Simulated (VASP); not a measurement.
Here is a VASP 6.6.1 calculation.

File INCAR:

```
SYSTEM = C
PREC = Accurate
ENCUT = 520
EDIFF = 1E-6
ISMEAR = 0
SIGMA = 0.02
LREAL = .FALSE.
LASPH = .TRUE.
NELM = 80
ALGO = Normal
ISIF = 2
LWAVE = .FALSE.
LCHARG = .FALSE.
GGA = PS
IBRION = 2
NSW = 60
EDIFFG = -0.002
```

KPOINTS

```
regular mesh
0
G
  9 9 6
  0 0 0
```

The input POSCAR:

```
C
1.0
    2.4612466108      0.0000000000      0.0000000000
   -1.2306233054      2.1315020900      0.0000000000
    0.0000000000      0.0000000000      4.1627789746
C
4
Direct
    0.3333333333      0.6666666667      0.0000573175
    0.6666666667      0.3333333333      0.5000573175
    0.3333333333      0.6666666667      0.3739426825
    0.6666666667      0.3333333333      0.8739426825
```

Potentials or basis: VASP PAW PBE potentials, release 64 (C).

Run with:

```bash
$ cat potpaw_PBE.64/C/POTCAR > POTCAR
$ mpirun -np 1 vasp_std > vasp.out
```

(1) What does it give for the band gap on the k mesh?

(2) Estimate the energy gained by relaxing.

Results:

(1) 2.87 eV, indirect (least direct gap 4.95 eV).

(2) 0.0 meV/atom.

Caveat: the cell differs from its parent crystal (strained cell).
